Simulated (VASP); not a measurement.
**Ta2N: single point with r2SCAN**

Ta2N:

```xyz
3
Lattice="3.0709 0.0000 0.0000 -1.5354 2.6595 0.0000 0.0000 0.0000 4.9036" Properties=species:S:1:pos:R:3 pbc="T T T"
Ta    0.0000    1.7730    1.2617
Ta    1.5354    0.8865    3.6420
N     0.0000    0.0000    0.0000
```

| Item | Value |
| --- | --- |
| Program | VASP 6.6.1 |
| Task | single point |
| Functional | r2SCAN |
| Potentials or basis | VASP PAW PBE potentials, release 64 (Ta_sv_GW, N) |
| Cutoff | 770 eV |
| k mesh | 10 × 10 × 6 |
| Occupations | fermi-dirac, width 0.05 eV |
| Spin | no spin polarisation |

| Quantity | Value |
| --- | --- |
| Pressure | -0.2 GPa |
| Largest force | 0.048 eV/Å |
| Band gap on the k mesh | zero (an odd number of electrons rules out a gap without spin polarisation) |

Forces on the atoms (eV/Å):
```
Ta   0.000  0.000  0.048
Ta   0.000  0.000 -0.048
N    0.000  0.000  0.000
```

Levels at points of the mesh, in eV from the Fermi level:
```tsv
k point	band 13	band 14	band 15	band 16	band 17	band 18	band 19	band 20
(0.00, 0.00, 0.00)	-5.49	-0.85	-0.23	-0.23	0.06	0.52	0.52	1.14
(0.50, 0.00, 0.00)	-4.86	-2.94	-1.56	1.52	2.14	4.13	4.22	4.42
(0.00, 0.00, 0.50)	-3.34	-3.03	-1.05	-1.05	1.72	2.34	2.49	2.49
(0.50, 0.00, 0.50)	-3.53	-2.48	-2.29	-0.63	0.73	3.73	3.96	4.34
```

Wall time 4 min on 1 thread of Intel(R) Xeon(R) 6975P-C (Granite Rapids), with other jobs on the host, peak memory 0.27 GiB.

Caveat: the PAW data sets were made with another functional, which shifts forces and pressure a little; spin-orbit coupling is left out, which moves the levels of the heavy elements.
